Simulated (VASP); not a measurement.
# TiO2 (P4_2/mnm) in VASP: further runs

The runs below take TiO2 through single point, relaxation of shape and atoms at fixed volume, with r2SCAN.

Program: VASP 6.6.1. These are calculated values, not measurements. Logs are shortened: lines on timing, memory, paths and dates and some standing lists are left out, and cuts for length are marked.

## 1. The cell of the first run

Symmetry: P4_2/mnm, No. 136, tetragonal system. The conventional cell has a = 4.542 Å, b = 4.542 Å, c = 2.935 Å, α = 90.00°, β = 90.00°, γ = 90.00°. Within 2.6 Å of Ti (site symmetry mmm) lie 6 O at 1.94 to 1.95 Å. O (site symmetry m2m) has 3 Ti at 1.94 to 1.95 Å and 1 O at 2.52 Å within 2.6 Å.

## 2. Single point, r2SCAN (10.09 Å³/atom)

The input, POSCAR:

```
TiO2
1.0
    4.5415035435      0.0000000000      0.0000000000
    0.0000000000      4.5415035435      0.0000000000
    0.0000000000      0.0000000000      2.9353125234
Ti O
2 4
Direct
    0.0000000000      0.0000000000      0.0000000000
    0.5000000000      0.5000000000      0.5000000000
    0.3035695519      0.3035695519      0.0000000000
    0.1964304481      0.8035695519      0.5000000000
    0.6964304481      0.6964304481      0.0000000000
    0.8035695519      0.1964304481      0.5000000000
```

The input, INCAR.step1:

```
PREC = Accurate
ENCUT = 520
ISMEAR = 0
SIGMA = 0.02
LREAL = F
LASPH = T
NELM = 80
NBANDS = 33
GGA = PE
ALGO = Normal
EDIFF = 1E-4
LWAVE = T
LCHARG = F
```

The input, INCAR.step2:

```
PREC = Accurate
ENCUT = 520
EDIFF = 1E-6
ISMEAR = 0
SIGMA = 0.02
LREAL = F
LASPH = T
NELM = 80
ALGO = Normal
ISIF = 2
LWAVE = F
LCHARG = T
METAGGA = R2SCAN
LMIXTAU = T
LELF = T
LVHAR = T
NBANDS = 33
ISTART = 1
```

The input, KPOINTS:

```
regular mesh
0
Gamma
  6 6 10
```

Potentials or basis: VASP PAW PBE potentials, release 64 (Ti_sv, O).

Command:

```
$ cat potpaw_PBE.64/Ti_sv/POTCAR potpaw_PBE.64/O/POTCAR > POTCAR
$ cp INCAR.step1 INCAR
$ mpirun -np 1 vasp_std > vasp.out
$ cp INCAR.step2 INCAR
$ mpirun -np 1 vasp_std > vasp.out
```

OUTCAR:

```text
PREC = Accurate
   ENCUT = 520
   EDIFF = 1E-6
   ISMEAR = 0
   LREAL = F
   LASPH = T
   NELM = 80
   ISIF = 2
   METAGGA = R2SCAN
   ISTART = 1

 ion  position               nearest neighbor table
   1  0.000  0.000  0.000-   4 1.94   6 1.94   4 1.94   6 1.94   5 1.95   3 1.95
   2  0.500  0.500  0.500-   3 1.94   5 1.94   3 1.94   5 1.94   4 1.95   6 1.95
   3  0.304  0.304  0.000-   2 1.94   2 1.94   1 1.95
   4  0.196  0.804  0.500-   1 1.94   1 1.94   2 1.95
   5  0.696  0.696  0.000-   2 1.94   2 1.94   1 1.95
   6  0.804  0.196  0.500-   1 1.94   1 1.94   2 1.95

  LATTYP: Found a simple tetragonal cell.
 ALAT       =     4.5415035435
 C/A-ratio  =     0.6463305589

  Lattice vectors:

 A1 = (   4.5415035435,   0.0000000000,   0.0000000000)
 A2 = (   0.0000000000,   4.5415035435,   0.0000000000)
 A3 = (   0.0000000000,   0.0000000000,   2.9353125234)

Analysis of symmetry for initial positions (statically):
=====================================================================
 Subroutine PRICEL returns:
 Original cell was already a primitive cell.

 Routine SETGRP: Setting up the symmetry group for a
 simple tetragonal supercell.

 Subroutine GETGRP returns: Found 16 space group operations
 (whereof  8 operations were pure point group operations)
 out of a pool of 16 trial point group operations.

The static configuration has the point symmetry D_2h.
 The point group associated with its full space group is D_4h.

Analysis of symmetry for dynamics (positions and initial velocities):
=====================================================================
 Subroutine PRICEL returns:
 Original cell was already a primitive cell.

 Routine SETGRP: Setting up the symmetry group for a
 simple tetragonal supercell.

 Subroutine GETGRP returns: Found 16 space group operations
 (whereof  8 operations were pure point group operations)
 out of a pool of 16 trial point group operations.

The dynamic configuration has the point symmetry D_2h.
 The point group associated with its full space group is D_4h.

 Subroutine INISYM returns: Found 16 space group operations
 (whereof  8 operations are pure point group operations),
 and found     1 'primitive' translations

----------------------------------------------------------------------------------------

                                     Primitive cell

  volume of cell :      60.5416

  direct lattice vectors                    reciprocal lattice vectors
     4.541503544  0.000000000  0.000000000     0.220191395  0.000000000  0.000000000
     0.000000000  4.541503544  0.000000000     0.000000000  0.220191395  0.000000000
     0.000000000  0.000000000  2.935312523     0.000000000  0.000000000  0.340679226

  length of vectors
     4.541503544  4.541503544  2.935312523     0.220191395  0.220191395  0.340679226

  position of ions in fractional coordinates (direct lattice)
     0.000000000  0.000000000  0.000000000
     0.500000000  0.500000000  0.500000000
     0.303569552  0.303569552  0.000000000
     0.196430448  0.803569552  0.500000000
     0.696430448  0.696430448  0.000000000
     0.803569552  0.196430448  0.500000000

  ion indices of the primitive-cell ions
   primitive index   ion index
                 1           1
                 2           2
                 3           3
                 4           4
                 5           5
                 6           6

----------------------------------------------------------------------------------------

 KPOINTS: regular mesh

Automatic generation of k-mesh.
 Grid dimensions read from file:
 generate k-points for:    6    6   10

 Generating k-lattice:

  Cartesian coordinates                     Fractional coordinates (reciprocal lattice)
     0.036698566  0.000000000  0.000000000     0.166666667  0.000000000  0.000000000
     0.000000000  0.036698566  0.000000000     0.000000000  0.166666667  0.000000000
     0.000000000  0.000000000  0.034067923     0.000000000  0.000000000  0.100000000

  Length of vectors
     0.036698566  0.036698566  0.034067923

  Shift w.r.t. Gamma in fractional coordinates (k-lattice)
     0.000000000  0.000000000  0.000000000

 Subroutine IBZKPT returns following result:
 ===========================================

 Found     60 irreducible k-points:

 Following reciprocal coordinates:
            Coordinates               Weight
  0.000000  0.000000  0.000000      1.000000
  0.166667  0.000000  0.000000      4.000000
  0.333333  0.000000  0.000000      4.000000
  0.500000  0.000000  0.000000      2.000000
  0.166667  0.166667  0.000000      4.000000
  0.333333  0.166667  0.000000      8.000000
[... 16 lines left out ...]
  0.333333  0.000000  0.200000      8.000000
  0.500000  0.000000  0.200000      4.000000
 [... further k-points ...]
   k-points           NKPTS =     60   k-points in BZ     NKDIM =     60   number of bands    NBANDS=     33
   number of dos      NEDOS =    301   number of ions     NIONS =      6
   total plane-waves  NPLWV =  31104
   dimension x,y,z NGX =    36 NGY =   36 NGZ =   24
   dimension x,y,z NGXF=    72 NGYF=   72 NGZF=   48
   ions per type =               2   4
   NGX,Y,Z   is equivalent  to a cutoff of  13.18, 13.18, 13.59 a.u.
   NGXF,Y,Z  is equivalent  to a cutoff of  26.36, 26.36, 27.19 a.u.
 SYSTEM =  unknown system
   PREC   = accura    normal or accurate (medium, high low for compatibility)
   ISTART =      1    job   : 0-new  1-cont  2-samecut
   ICHARG =      0    charge: 1-file 2-atom 10-const
   ISPIN  =      1    spin polarized calculation?
   LNONCOLLINEAR =      F non collinear calculations
   LSORBIT =      F    spin-orbit coupling
   LASPH  =      T    aspherical Exc in radial PAW
   ENCUT  =  520.0 eV  38.22 Ry    6.18 a.u.   8.44  8.44  5.46*2*pi/ulx,y,z
   NELM   =     80;   NELMIN=  2; NELMDL=  0     # of ELM steps
   EDIFF  = 0.1E-05   stopping-criterion for ELM
   LREAL  =      F    real-space projection
   EDIFFG = 0.1E-04   stopping-criterion for IOM
   NSW    =      0    number of steps for IOM
   IBRION =     -1    ionic relax: 0-MD 1-quasi-New 2-CG
   NFREE  =      0    steps in history (QN), initial steepest desc. (CG)
   ISIF   =      2    stress and relaxation
   ISYM   =      2    0-nonsym 1-usesym 2-fastsym
   POTIM  = 0.5000    time-step for ionic-motion
   TEBEG  =    0.0;   TEEND  =   0.0 temperature during run
   PSTRESS=    0.0 pullay stress
   NELECT =      48.0000    total number of electrons
   NUPDOWN=      -1.0000    fix difference up-down
   EMIN   =  10.00;   EMAX   =-10.00  energy-range for DOS
   EFERMI =   0.00;   METHOD = LEGACY
   ISMEAR =     0;   SIGMA  =   0.02  broadening in eV -4-tet -1-fermi 0-gaus
   EFERMI_NEDOS =   21; number of points for ismear=-14 and -15
   IALGO  =     38    algorithm
   IMIX   =      4    mixing-type and parameters
     AMIX     =   0.40;   BMIX     =  1.00
     AMIX_MAG =   1.60;   BMIX_MAG =  1.00
  volume/ion in A,a.u.               =      10.09        68.09
  Fermi-wavevector in a.u.,A,eV,Ry     =   1.515203  2.863318 31.236782  2.295839
  Thomas-Fermi vector in A             =   2.624758
   LORBIT       =      0    0 simple, 1 ext, 2 COOP (PROOUT), +10 PAW based schemes
   METAGGA = R2SCAN    functional components
   LHFCALC =     F    Hartree Fock is set to
   AEXX    =    0.0000 exact exchange contribution
   IVDW    =     0    specifies the selected vdW correction
   LEPSILON=     F    determine dielectric tensor
   LRPA    =     F    only Hartree local field effects (RPA)
 non-spin polarized calculation
 Gauss-broadening in eV      SIGMA  =   0.02
  energy-cutoff  :      520.00
  volume of cell :       60.54
 maximum number of plane-waves:      1648
 NGX is ok and might be reduce to    36
   NGX = 17   NGY = 17   NGZ = 11

 number of electron      47.9999999 magnetization

 Free energy of the ion-electron system (eV)
  ---------------------------------------------------
  ext. energy  EPLUGINS =         0.00000000
  ---------------------------------------------------
  free energy    TOTEN  =       -69.73463723 eV

  energy without entropy =      -69.73463723  energy(sigma->0) =      -69.73463723

 E-fermi :   5.0610     XC(G=0): -12.3369

 val. band max:        4.8997799071   @ k =   0.0000   0.0000   0.0000
 cond. band min:       7.1627217602   @ k =   0.0000   0.0000   0.0000
 fundamental gap:      2.2629418531
 Fermi energy:         5.0610118619

 k-point     1 :       0.0000    0.0000    0.0000
  band No.  band energies     occupation
      1     -54.1700      2.00000
      2     -54.1487      2.00000
      3     -29.4712      2.00000
      4     -29.4712      2.00000
      5     -29.2695      2.00000
      6     -29.2695      2.00000
[... 25 lines left out ...]
     32      12.0762      0.00000
     33      12.0762      0.00000

 k-point     2 :       0.1667    0.0000    0.0000
  band No.  band energies     occupation
      1     -54.1686      2.00000
      2     -54.1501      2.00000
      3     -29.4599      2.00000
      4     -29.4588      2.00000
      5     -29.2833      2.00000
      6     -29.2821      2.00000
[... 25 lines left out ...]
     32      11.9667      0.00000
     33      11.9901      0.00000

 k-point     3 :       0.3333    0.0000    0.0000
  band No.  band energies     occupation
      1     -54.1647      2.00000
      2     -54.1540      2.00000
      3     -29.4293      2.00000
      4     -29.4263      2.00000
      5     -29.3186      2.00000
      6     -29.3155      2.00000
[... 25 lines left out ...]
     32      11.7453      0.00000
     33      11.7910      0.00000

 k-point     4 :       0.5000    0.0000    0.0000
  band No.  band energies     occupation
      1     -54.1593      2.00000
      2     -54.1593      2.00000
      3     -29.3997      2.00000
      4     -29.3997      2.00000
      5     -29.3466      2.00000
      6     -29.3466      2.00000
[... 25 lines left out ...]
     32      11.6434      0.00000
     33      11.6538      0.00000

 k-point     5 :       0.1667    0.1667    0.0000
  band No.  band energies     occupation
      1     -54.1673      2.00000
      2     -54.1513      2.00000
      3     -29.4749      2.00000
      4     -29.4247      2.00000
      5     -29.3195      2.00000
      6     -29.2672      2.00000
[... 604 lines left out ...]
 k-point    22 :       0.1667    0.0000    0.2000
  band No.  band energies     occupation
      1     -54.1513      2.00000
      2     -54.1363      2.00000
      3     -29.4298      2.00000
      4     -29.4144      2.00000
      5     -29.3847      2.00000
      6     -29.3769      2.00000
[... 25 lines left out ...]
     32      11.3619      0.00000
     33      11.5545      0.00000

 k-point    23 :       0.3333    0.0000    0.2000
  band No.  band energies     occupation
      1     -54.1481      2.00000
      2     -54.1394      2.00000
      3     -29.4307      2.00000
      4     -29.4068      2.00000
      5     -29.3760      2.00000
      6     -29.3578      2.00000
[... 25 lines left out ...]
     32      10.9472      0.00000
     33      11.5736      0.00000

 k-point    24 :       0.5000    0.0000    0.2000
  band No.  band energies     occupation
      1     -54.1437      2.00000
      2     -54.1437      2.00000
      3     -29.4202      2.00000
      4     -29.4202      2.00000
      5     -29.3526      2.00000
      6     -29.3526      2.00000
[... 25 lines left out ...]
     32      10.7567      0.00000
     33      12.0379      0.00000

 [... further k-points ...]
[... 5 lines left out ...]
  --------------------------------------------------------------------------------------
  -------------------------------------------------------------------------------------
  Total        3.2749176      3.2749176      3.5727499      0.0000000      0.0000000      0.0000000
  in kB       86.6677048     86.6677048     94.5495639      0.0000000      0.0000000      0.0000000
  external PRESSURE =      89.2949911 kB  Pullay stress =       0.0000000 kB

 VOLUME and BASIS-vectors are now :
 -----------------------------------------------------------------------------
  energy-cutoff  :      520.00
  volume of cell :       60.54
      direct lattice vectors                 reciprocal lattice vectors
     4.541503544  0.000000000  0.000000000     0.220191395  0.000000000  0.000000000
     0.000000000  4.541503544  0.000000000     0.000000000  0.220191395  0.000000000
     0.000000000  0.000000000  2.935312523     0.000000000  0.000000000  0.340679226

 POSITION                                       TOTAL-FORCE (eV/Angst)
 -----------------------------------------------------------------------------------
      0.00000      0.00000      0.00000         0.000000     -0.000000      0.000000
      2.27075      2.27075      1.46766         0.000000     -0.000000      0.000000
      1.37866      1.37866      0.00000        -0.013640     -0.013640     -0.000000
      0.89209      3.64941      1.46766         0.013640     -0.013640      0.000000
      3.16284      3.16284      0.00000         0.013640      0.013640      0.000000
      3.64941      0.89209      1.46766        -0.013640      0.013640      0.000000
 -----------------------------------------------------------------------------------
    total drift:                                0.000000      0.000000      0.000000

  FREE ENERGIE OF THE ION-ELECTRON SYSTEM (eV)
  ---------------------------------------------------
  free  energy   TOTEN  =       -69.7346372305 eV

  energy  without entropy=      -69.7346372305  energy(sigma->0) =      -69.73463723
```

It took 3 min on 1 thread of Intel Xeon Platinum 8559C (Emerald Rapids), shared host; peak memory 0.23 GiB.

Results:

```yaml
Free_energy: -69.7346 eV
Pressure: 8.9 GPa
Largest_force: 0.019 eV/Å
Band_gap_on_the_k_mesh: 2.26 eV
```

Forces in eV/Å, atoms in the order of the input:
```
Ti   0.000  0.000  0.000
Ti   0.000  0.000  0.000
O   -0.014 -0.014  0.000
O    0.014 -0.014  0.000
O    0.014  0.014  0.000
O   -0.014  0.014  0.000
```

Levels at points of the mesh, in eV from the valence-band top:
```tsv
k point	band 20	band 21	band 22	band 23	band 24	band 25	band 26	band 27	band 28	band 29
(0.00, 0.00, 0.00)	-2.17	-0.80	-0.52	-0.52	0.00	2.26	2.59	2.82	2.94	2.94
(0.50, 0.00, 0.00)	-3.26	-1.79	-1.79	-0.81	-0.81	2.98	2.98	3.53	3.53	4.06
(0.50, 0.50, 0.00)	-2.32	-1.44	-1.44	-1.17	-1.17	2.30	2.30	2.97	2.97	4.34
(0.00, 0.00, 0.50)	-2.94	-2.57	-2.57	-1.51	-1.51	3.46	3.46	3.68	3.68	4.16
(0.50, 0.00, 0.50)	-2.53	-2.14	-2.14	-1.16	-1.16	2.34	2.34	3.70	3.70	4.43
(0.50, 0.50, 0.50)	-2.91	-1.41	-1.41	-0.72	-0.72	3.06	3.06	3.68	3.68	3.73
```

Caveat: the cell stands under pressure; the PAW data sets were made with another functional, which shifts forces and pressure a little. A k mesh can miss the band edges.

## 3. Single point, r2SCAN

This run uses another cell than the first one, of 10.39 Å³/atom.

The input, POSCAR:

```
TiO2
1.0
    4.5922000000      0.0000000000      0.0000000000
    0.0000000000      4.5922000000      0.0000000000
    0.0000000000      0.0000000000      2.9574000000
Ti O
2 4
Direct
    0.0000000000      0.0000000000      0.0000000000
    0.5000000000      0.5000000000      0.5000000000
    0.3049600000      0.3049600000      0.0000000000
    0.1950400000      0.8049600000      0.5000000000
    0.6950400000      0.6950400000      0.0000000000
    0.8049600000      0.1950400000      0.5000000000
```

The input, INCAR.step1:

```
PREC = Accurate
ENCUT = 520
ISMEAR = 0
SIGMA = 0.02
LREAL = False
LASPH = True
NELM = 60
NBANDS = 33
GGA = PE
ALGO = Normal
EDIFF = 1E-4
LWAVE = True
LCHARG = False
```

The input, INCAR.step2:

```
PREC = Accurate
ENCUT = 520
EDIFF = 1E-7
ISMEAR = 0
SIGMA = 0.02
LREAL = False
LASPH = True
NELM = 60
ALGO = Normal
ISIF = 2
LWAVE = False
LCHARG = True
METAGGA = R2SCAN
LMIXTAU = True
LELF = True
LVHAR = True
NBANDS = 33
ISTART = 1
```

KPOINTS is that of step 2.

Potentials or basis: VASP PAW PBE potentials, release 64 (Ti_sv, O).

Command:

```
$ cat potpaw_PBE.64/Ti_sv/POTCAR potpaw_PBE.64/O/POTCAR > POTCAR
$ cp INCAR.step1 INCAR
$ mpirun -np 1 vasp_std > vasp.out
$ cp INCAR.step2 INCAR
$ mpirun -np 1 vasp_std > vasp.out
```

Run time: 3.3 min. Hardware: 1 thread of Intel Xeon Platinum 8559C (Emerald Rapids), shared host; peak memory 0.24 GiB.

Results (log left out):

- Free energy: -69.7935 eV
- Pressure: 1.5 GPa
- Largest force: 0.085 eV/Å
- Band gap on the k mesh: 2.24 eV

Forces on the atoms (eV/Å):
```
Ti   0.000  0.000  0.000
Ti   0.000  0.000  0.000
O   -0.060 -0.060  0.000
O    0.060 -0.060  0.000
O    0.060  0.060  0.000
O   -0.060  0.060  0.000
```

Stress tensor (GPa, compression positive):
```
1.42 0.00 0.00
0.00 1.42 0.00
0.00 0.00 1.55
```

Levels at points of the mesh, in eV from the valence-band top:
| k point | band 21 | band 22 | band 23 | band 24 | band 25 | band 26 | band 27 | band 28 |
| --- | --- | --- | --- | --- | --- | --- | --- | --- |
| (0.00, 0.00, 0.00) | -0.77 | -0.48 | -0.48 | 0.00 | 2.24 | 2.58 | 2.79 | 2.88 |
| (0.50, 0.00, 0.00) | -1.71 | -1.71 | -0.77 | -0.77 | 2.93 | 2.93 | 3.41 | 3.41 |
| (0.50, 0.50, 0.00) | -1.39 | -1.39 | -1.11 | -1.11 | 2.28 | 2.28 | 2.90 | 2.90 |
| (0.00, 0.00, 0.50) | -2.40 | -2.40 | -1.48 | -1.48 | 3.34 | 3.34 | 3.58 | 3.58 |
| (0.50, 0.00, 0.50) | -2.08 | -2.08 | -1.09 | -1.09 | 2.30 | 2.30 | 3.60 | 3.60 |
| (0.50, 0.50, 0.50) | -1.31 | -1.31 | -0.72 | -0.72 | 2.97 | 2.97 | 3.61 | 3.61 |

Caveat: the PAW data sets were made with another functional, which shifts forces and pressure a little. r2SCAN opens gaps a little over a GGA but as a rule still falls short of measured ones.

[end of part 1 of 2]
